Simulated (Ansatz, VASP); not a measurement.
**Si3Ge in VASP and in Ansatz**

The input INCAR:

```
PREC = Accurate ; ENCUT = 500
EDIFF = 1E-6 ; ISMEAR = 0
SIGMA = 0.1 ; LREAL = F
LASPH = T ; NELM = 120
ALGO = Normal ; ISIF = 2
LWAVE = F ; LCHARG = T
GGA = PS ; LELF = T
LVHAR = T ; NBANDS = 21
GGA_COMPAT = F
```

Contents of KPOINTS:

```
Automatic mesh
0
Gamma
  6 6 6
```

POSCAR

```
Si3Ge
1.0
    0.0000000000     -2.7438750000     -2.7438750000
   -2.7438750000      0.0000000000     -2.7438750000
    2.7438750000      2.7438750000     -5.4877500000
Ge Si
1 3
Direct
    0.5000000000      0.5000000000      0.5000000000
    0.0000000000      0.0000000000      0.0000000000
    0.6250000000      0.6250000000      0.1250000000
    0.1250000000      0.1250000000      0.6250000000
```

Input for Ansatz:

```yaml
crystal:
  lattice:
    - [0.0, -2.743875, -2.743875]
    - [-2.743875, 0.0, -2.743875]
    - [2.743875, 2.743875, -5.48775]
  atoms:
    - { symbol: Ge, position: [0.5, 0.5, 0.5] }
    - { symbol: Si, position: [0.0, 0.0, 0.0] }
    - { symbol: Si, position: [0.625, 0.625, 0.125] }
    - { symbol: Si, position: [0.125, 0.125, 0.625] }
basis:
  ecutwfc: 420
kpoints:
  mp_grid: { grid: [6, 6, 6] }
hamiltonian:
  xc: pbesol
  pseudopotentials: { kind: paw, azcp: { folder: soft_1 } }
scf:
  occupations: { method: gaussian, width: 0.1 }
output:
  forces: true
  stress: true
  eigenvalues: true
```

Alike in both runs: task single point; functional PBEsol; k mesh 6 × 6 × 6; occupations gaussian, width 0.1 eV; no spin polarisation.

|  | VASP | Ansatz |
| --- | --- | --- |
| version | VASP 6.6.1 | Ansatz 0.2.0 |
| potentials or method | VASP PAW PBE potentials, release 64 (Ge_d, Si), cutoff 500 eV | scalar-relativistic, plane waves, PAW |
| valence electrons in the cell | 26 | 26 |

```tsv
	VASP	Ansatz	Ansatz less VASP
gap on the k mesh at the Fermi level (eV)	0.51	0.51	+0.004
least direct gap on the mesh (eV)	1.08	1.08	-0.003
pressure (GPa)	0.0	-0.1	-0.04
traceless stress, the component that is largest in VASP (GPa)	-0.09	-0.09	-0.001
rms of the force components (eV/Å)	0.162	0.166	+0.0035
```

VASP's potentials were made for PBE, not for PBEsol, and Ansatz warns of the same on its side. Atom by atom the forces differ by 0.004 eV/Å (rms over components).
